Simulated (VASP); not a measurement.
Here is a VASP 6.6.1 calculation.

The input INCAR:

```
SYSTEM = Hf
ALGO = Normal ; EDIFF = 1E-6
ENCUT = 520 ; GGA = CA
GGA_COMPAT = .False. ; ISIF = 2
ISMEAR = -1 ; LASPH = .True.
LCHARG = .True. ; LMAXMIX = 4
LNONCOLLINEAR = .True. ; LORBIT = 11
LORBMOM = .True. ; LREAL = .False.
LSORBIT = .True. ; LVHAR = .True.
LWAVE = .False. ; MAGMOM = 0 0 0 0 0 0
NBANDS = 32 ; NELM = 150
PREC = Accurate ; SIGMA = 0.1
```

File KPOINTS:

```
k-points
0
Gamma
  9 9 9
  0 0 0
```

POSCAR

```
Hf
1.0
    0.0000000000      3.1128363335      3.1128363335
    3.1128363335      0.0000000000      3.1128363335
    3.1128363335      3.1128363335      0.0000000000
Hf
2
Direct
    0.1250000000      0.1250000000      0.1250000000
    0.8750000000      0.8750000000      0.8750000000
```

Potentials or basis: VASP PAW LDA potentials, release 64 (Hf_pv).

Run with:

```sh
$ cat potpaw_LDA.64/Hf_pv/POTCAR > POTCAR
$ mpirun -np 1 vasp_ncl > vasp.out
```

Estimate the pressure.

-0.5 GPa.

Estimate the net moment.

0.00 μB per cell.

Moments on the atoms (μB; x, y, z):
```
Hf  0.00 0.00 0.00
Hf  0.00 0.00 0.00
```
